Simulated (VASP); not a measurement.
# Ag2Pd (Fd-3m) in VASP: single point with PBE+U

Aim: the single point of Ag2Pd with PBE+U.

Program: VASP 6.6.1. These are calculated values, not measurements. Logs are shortened: lines on timing, memory, paths and dates and some standing lists are left out, and cuts for length are marked.

### 1 The cell of the first run

It takes space group Fd-3m (No. 227, cubic). The conventional cell has a = 7.509 Å, b = 7.509 Å, c = 7.509 Å, α = 90.00°, β = 90.00°, γ = 90.00°. Ag (site symmetry -3m) has 6 Ag at 2.65 Å and 6 Pd at 3.11 Å within 3.5 Å. Within 4.1 Å of Pd (site symmetry -43m) lie 12 Ag at 3.11 Å and 4 Pd at 3.25 Å.

### 2 Single point, PBE+U

POSCAR

```
Ag2Pd
1.0
    0.0000000000      3.7547050000      3.7547050000
    3.7547050000      0.0000000000      3.7547050000
    3.7547050000      3.7547050000      0.0000000000
Ag Pd
4 2
Direct
    0.6250000000      0.6250000000      0.6250000000
    0.1250000000      0.6250000000      0.6250000000
    0.6250000000      0.6250000000      0.1250000000
    0.6250000000      0.1250000000      0.6250000000
    0.0000000000      0.0000000000      0.0000000000
    0.2500000000      0.2500000000      0.2500000000
```

INCAR.step1

```
PREC = Accurate
ENCUT = 400
EDIFF = 1E-6
ISMEAR = -1
SIGMA = 0.072
LREAL = False
LASPH = True
NELM = 200
ALGO = Normal
ISIF = 2
LWAVE = False
LCHARG = True
LMAXMIX = 4
LDAU = True
LDAUTYPE = 2
LDAUL = 2 -1
LDAUU = 2.81 0
LDAUJ = 0 0
LDAUPRINT = 1
GGA = PE
NBANDS = 41
GGA_COMPAT = False
NEDOS = 2001
LORBIT = 11
```

KPOINTS.step1

```
regular mesh
0
Gamma
  8 8 8
```

INCAR.step2

```
PREC = Accurate
ENCUT = 400
EDIFF = 1E-6
ISMEAR = -5
SIGMA = 0.072
LREAL = False
LASPH = True
NELM = 200
ALGO = Normal
ISIF = 2
LWAVE = False
LCHARG = False
LMAXMIX = 4
LDAU = True
LDAUTYPE = 2
LDAUL = 2 -1
LDAUU = 2.81 0
LDAUJ = 0 0
LDAUPRINT = 1
GGA = PE
LORBIT = 11
NBANDS = 41
NEDOS = 2001
ICHARG = 11
GGA_COMPAT = False
```

KPOINTS.step2

```
regular mesh
0
Gamma
  12 12 12
```

Potentials or basis: VASP PAW PBE potentials, release 64 (Ag, Pd).

Command:

```sh
$ cat potpaw_PBE.64/Ag/POTCAR potpaw_PBE.64/Pd/POTCAR > POTCAR
$ cp INCAR.step1 INCAR
$ cp KPOINTS.step1 KPOINTS
$ mpirun -np 1 vasp_std > vasp.out
$ cp INCAR.step2 INCAR
$ cp KPOINTS.step2 KPOINTS
$ mpirun -np 1 vasp_std > vasp.out
```

OUTCAR:

```text
PREC = Accurate
   ENCUT = 400
   EDIFF = 1E-6
   ISMEAR = -5
   LREAL = False
   LASPH = True
   NELM = 200
   ISIF = 2
   GGA = PE
   LORBIT = 11
   ICHARG = 11

 ion  position               nearest neighbor table
   1  0.625  0.625  0.625-   2 2.65   3 2.65   4 2.65   3 2.65   4 2.65   2 2.65   6 3.11   5 3.11
                             6 3.11   5 3.11   6 3.11   5 3.11
   2  0.125  0.625  0.625-   1 2.65   3 2.65   4 2.65   1 2.65   3 2.65   4 2.65   5 3.11   6 3.11
                             5 3.11   5 3.11   6 3.11   6 3.11
   3  0.625  0.625  0.125-   1 2.65   1 2.65   2 2.65   4 2.65   4 2.65   2 2.65   6 3.11   5 3.11
                             6 3.11   5 3.11   6 3.11   5 3.11
   4  0.625  0.125  0.625-   1 2.65   3 2.65   1 2.65   2 2.65   3 2.65   2 2.65   5 3.11   6 3.11
                             5 3.11   6 3.11   6 3.11   5 3.11
   5  0.000  0.000  0.000-   1 3.11   3 3.11   4 3.11   1 3.11   2 3.11   3 3.11   1 3.11   2 3.11
                             4 3.11   2 3.11   3 3.11   4 3.11   6 3.25   6 3.25   6 3.25   6 3.25
   6  0.250  0.250  0.250-   2 3.11   3 3.11   4 3.11   1 3.11   2 3.11   4 3.11   1 3.11   2 3.11
                             3 3.11   1 3.11   3 3.11   4 3.11   5 3.25   5 3.25   5 3.25   5 3.25

  LATTYP: Found a face centered cubic cell.
 ALAT       =     7.5094100000

  Lattice vectors:

 A1 = (   0.0000000000,   3.7547050000,   3.7547050000)
 A2 = (   3.7547050000,   0.0000000000,   3.7547050000)
 A3 = (   3.7547050000,   3.7547050000,   0.0000000000)

Analysis of symmetry for initial positions (statically):
=====================================================================
 Subroutine PRICEL returns:
 Original cell was already a primitive cell.

 Routine SETGRP: Setting up the symmetry group for a
 face centered cubic supercell.

 Subroutine GETGRP returns: Found 48 space group operations
 (whereof 24 operations were pure point group operations)
 out of a pool of 48 trial point group operations.

The static configuration has the point symmetry T_d .
 The point group associated with its full space group is O_h .

Analysis of symmetry for dynamics (positions and initial velocities):
=====================================================================
 Subroutine PRICEL returns:
 Original cell was already a primitive cell.

 Routine SETGRP: Setting up the symmetry group for a
 face centered cubic supercell.

 Subroutine GETGRP returns: Found 48 space group operations
 (whereof 24 operations were pure point group operations)
 out of a pool of 48 trial point group operations.

The dynamic configuration has the point symmetry T_d .
 The point group associated with its full space group is O_h .

 Subroutine INISYM returns: Found 48 space group operations
 (whereof 24 operations are pure point group operations),
 and found     1 'primitive' translations

----------------------------------------------------------------------------------------

                                     Primitive cell

  volume of cell :     105.8662

  direct lattice vectors                    reciprocal lattice vectors
     0.000000000  3.754705000  3.754705000    -0.133166254  0.133166254  0.133166254
     3.754705000  0.000000000  3.754705000     0.133166254 -0.133166254  0.133166254
     3.754705000  3.754705000  0.000000000     0.133166254  0.133166254 -0.133166254

  length of vectors
     5.309954734  5.309954734  5.309954734     0.230650718  0.230650718  0.230650718

  position of ions in fractional coordinates (direct lattice)
     0.625000000  0.625000000  0.625000000
     0.125000000  0.625000000  0.625000000
     0.625000000  0.625000000  0.125000000
     0.625000000  0.125000000  0.625000000
     0.000000000  0.000000000  0.000000000
     0.250000000  0.250000000  0.250000000

  ion indices of the primitive-cell ions
   primitive index   ion index
                 1           1
                 2           2
                 3           3
[... 74 lines left out ...]
   LASPH  =      T    aspherical Exc in radial PAW
   ENCUT  =  400.0 eV  29.40 Ry    5.42 a.u.   8.66  8.66  8.66*2*pi/ulx,y,z
   NELM   =    200;   NELMIN=  2; NELMDL=  0     # of ELM steps
   EDIFF  = 0.1E-05   stopping-criterion for ELM
   LREAL  =      F    real-space projection
   EDIFFG = 0.1E-04   stopping-criterion for IOM
   NSW    =      0    number of steps for IOM
   IBRION =     -1    ionic relax: 0-MD 1-quasi-New 2-CG
   NFREE  =      0    steps in history (QN), initial steepest desc. (CG)
   ISIF   =      2    stress and relaxation
   ISYM   =      2    0-nonsym 1-usesym 2-fastsym
   POTIM  = 0.5000    time-step for ionic-motion
   TEBEG  =    0.0;   TEEND  =   0.0 temperature during run
   PSTRESS=    0.0 pullay stress
   NELECT =      64.0000    total number of electrons
   NUPDOWN=      -1.0000    fix difference up-down
   EMIN   =  10.00;   EMAX   =-10.00  energy-range for DOS
   EFERMI =   0.00;   METHOD = LEGACY
   ISMEAR =    -5;   SIGMA  =   0.07  broadening in eV -4-tet -1-fermi 0-gaus
   EFERMI_NEDOS =   21; number of points for ismear=-14 and -15
   IALGO  =     38    algorithm
   IMIX   =      4    mixing-type and parameters
     AMIX     =   0.40;   BMIX     =  1.00
     AMIX_MAG =   1.60;   BMIX_MAG =  1.00
  volume/ion in A,a.u.               =      17.64       119.07
  Fermi-wavevector in a.u.,A,eV,Ry     =   1.384254  2.615860 26.070914  1.916158
  Thomas-Fermi vector in A             =   2.508775
   LORBIT       =     11    0 simple, 1 ext, 2 COOP (PROOUT), +10 PAW based schemes
 LDA+U is selected, type is set to LDAUTYPE =  2
   angular momentum for each species LDAUL =     2   -1
   U (eV)           for each species LDAUU =   2.8  0.0
   J (eV)           for each species LDAUJ =   0.0  0.0
   GGA     = PE    functional components
   LHFCALC =     F    Hartree Fock is set to
   AEXX    =    0.0000 exact exchange contribution
   IVDW    =     0    specifies the selected vdW correction
   LEPSILON=     F    determine dielectric tensor
   LRPA    =     F    only Hartree local field effects (RPA)
 non-spin polarized calculation
 Fermi weights with tetrahedron method with Bloechl corrections
  energy-cutoff  :      400.00
  volume of cell :      105.87
 maximum number of plane-waves:      1948

atom =   1  type =  1  l = 2

 onsite density matrix

spin component  1
[... 116 lines left out ...]
  o =  0.9322  v =  0.5774  0.5773 -0.0000 -0.5773  0.0000  0.0000  0.0000  0.0000  0.0000  0.0000      0.0000  0.0000  0.0000  0.0000  0.0000  0.0000  0.0000  0.0000  0.0000  0.0000
  o =  0.9322  v =  0.0000  0.0000  0.0000  0.0000  0.0000  0.5774  0.5773 -0.0000 -0.5773  0.0000      0.0000  0.0000  0.0000  0.0000  0.0000  0.0000  0.0000  0.0000  0.0000  0.0000
  o =  0.9349  v = -0.6583  0.3292 -0.5915 -0.3292  0.0000  0.0000  0.0000  0.0000  0.0000  0.0000      0.0000  0.0000  0.0000  0.0000  0.0000  0.0000  0.0000  0.0000  0.0000  0.0000
  o =  0.9349  v =  0.0000  0.0000  0.0000  0.0000  0.0000 -0.6583  0.3292 -0.5915 -0.3292  0.0000      0.0000  0.0000  0.0000  0.0000  0.0000  0.0000  0.0000  0.0000  0.0000  0.0000
  o =  0.9349  v =  0.0000 -0.5701 -0.0000 -0.5701 -0.5915  0.0000  0.0000  0.0000  0.0000  0.0000      0.0000  0.0000  0.0000  0.0000  0.0000  0.0000  0.0000  0.0000  0.0000  0.0000
  o =  0.9349  v =  0.0000  0.0000  0.0000  0.0000  0.0000  0.0000 -0.5701 -0.0000 -0.5701 -0.5915      0.0000  0.0000  0.0000  0.0000  0.0000  0.0000  0.0000  0.0000  0.0000  0.0000
  o =  0.9372  v =  0.0000  0.0000  0.0000  0.0000  0.0000  0.4830 -0.2415 -0.8063  0.2415  0.0000      0.0000  0.0000  0.0000  0.0000  0.0000  0.0000  0.0000  0.0000  0.0000  0.0000
  o =  0.9372  v =  0.4830 -0.2415 -0.8063  0.2415  0.0000  0.0000  0.0000  0.0000  0.0000  0.0000      0.0000  0.0000  0.0000  0.0000  0.0000  0.0000  0.0000  0.0000  0.0000  0.0000
  o =  0.9372  v =  0.0000  0.0000  0.0000  0.0000  0.0000  0.0000  0.4183  0.0000  0.4183 -0.8063      0.0000  0.0000  0.0000  0.0000  0.0000  0.0000  0.0000  0.0000  0.0000  0.0000
  o =  0.9372  v =  0.0000  0.4183  0.0000  0.4183 -0.8063  0.0000  0.0000  0.0000  0.0000  0.0000      0.0000  0.0000  0.0000  0.0000  0.0000  0.0000  0.0000  0.0000  0.0000  0.0000

 number of electron      63.9999961 magnetization

 Free energy of the ion-electron system (eV)
  ---------------------------------------------------
  ext. energy  EPLUGINS =         0.00000000
  ---------------------------------------------------
  free energy    TOTEN  =       -16.40533805 eV

  energy without entropy =      -16.40533805  energy(sigma->0) =      -16.40533805

 E-fermi :   7.4094     XC(G=0): -11.9489

 val. band max:        7.3768802383   @ k =   0.3333   0.0833   0.0000
 cond. band min:       7.2818011585   @ k =  -0.4167   0.4167   0.1667
 fundamental gap:     -0.0950790798
 Fermi energy:         7.4093759844

 k-point     1 :       0.0000    0.0000    0.0000
  band No.  band energies     occupation
      1      -0.7748      2.00000
      2       0.5882      2.00000
      3       0.5882      2.00000
      4       0.5882      2.00000
      5       0.9722      2.00000
      6       1.1386      2.00000
[... 1045 lines left out ...]
     40      15.1899      0.00000
     41      15.6429      0.00000

 [... further k-points ...]

------------------------ aborting loop because EDIFF is reached ----------------------------------------

  FORCE on cell =-STRESS in cart. coord.  units (eV):
  Direction    XX          YY          ZZ          XY          YZ          ZX
  --------------------------------------------------------------------------------------
  -------------------------------------------------------------------------------------
  Total        0.0059947      0.0059947      0.0059947     -0.0000000      0.0000000     -0.0000000
  in kB        0.0907233      0.0907233      0.0907233     -0.0000000      0.0000000     -0.0000000
  external PRESSURE =       0.0907233 kB  Pullay stress =       0.0000000 kB

 VOLUME and BASIS-vectors are now :
 -----------------------------------------------------------------------------
  energy-cutoff  :      400.00
  volume of cell :      105.87
      direct lattice vectors                 reciprocal lattice vectors
     0.000000000  3.754705000  3.754705000    -0.133166254  0.133166254  0.133166254
     3.754705000  0.000000000  3.754705000     0.133166254 -0.133166254  0.133166254
     3.754705000  3.754705000  0.000000000     0.133166254  0.133166254 -0.133166254

 POSITION                                       TOTAL-FORCE (eV/Angst)
 -----------------------------------------------------------------------------------
      4.69338      4.69338      4.69338         0.000000     -0.000000      0.000000
      4.69338      2.81603      2.81603         0.000000     -0.000000      0.000000
      2.81603      2.81603      4.69338         0.000000      0.000000      0.000000
      2.81603      4.69338      2.81603         0.000000      0.000000      0.000000
      0.00000      0.00000      0.00000         0.000000     -0.000000     -0.000000
      1.87735      1.87735      1.87735        -0.000000      0.000000      0.000000
 -----------------------------------------------------------------------------------
    total drift:                                0.000000      0.000000      0.000000

  FREE ENERGIE OF THE ION-ELECTRON SYSTEM (eV)
  ---------------------------------------------------
  free  energy   TOTEN  =       -16.4053380498 eV

  energy  without entropy=      -16.4053380498  energy(sigma->0) =      -16.40533805

 total charge

# of ion       s       p       d       tot
------------------------------------------
    1        0.434   0.297   9.316  10.047
    2        0.434   0.297   9.316  10.047
    3        0.434   0.297   9.316  10.047
    4        0.434   0.297   9.316  10.047
    5        0.324   0.208   8.559   9.091
    6        0.324   0.208   8.559   9.091
--------------------------------------------------
tot          2.383   1.602  54.384  58.370
```

Wall time 1.9 min (1 thread of Oxide Virtual Turin-like, shared host); peak memory 0.27 GiB.

Results:

* Valence electrons inside the program's atomic spheres: Ag 10.05; Pd 9.09

Eigenvalues of the final occupation matrices:
| site | spin | trace | eigenvalues |
| --- | --- | --- | --- |
| site 1 d | 1 | 4.68 | 0.93 0.93 0.93 0.94 0.94 |
| site 1 d | 2 | 4.68 | 0.93 0.93 0.93 0.94 0.94 |
| site 2 d | 1 | 4.68 | 0.93 0.93 0.93 0.94 0.94 |
| site 2 d | 2 | 4.68 | 0.93 0.93 0.93 0.94 0.94 |
| site 3 d | 1 | 4.68 | 0.93 0.93 0.93 0.94 0.94 |
| site 3 d | 2 | 4.68 | 0.93 0.93 0.93 0.94 0.94 |
| site 4 d | 1 | 4.68 | 0.93 0.93 0.93 0.94 0.94 |
| site 4 d | 2 | 4.68 | 0.93 0.93 0.93 0.94 0.94 |

Caveat: U without spin polarisation on a metal has little footing; the U is typed as a test and isn't derived for this compound.
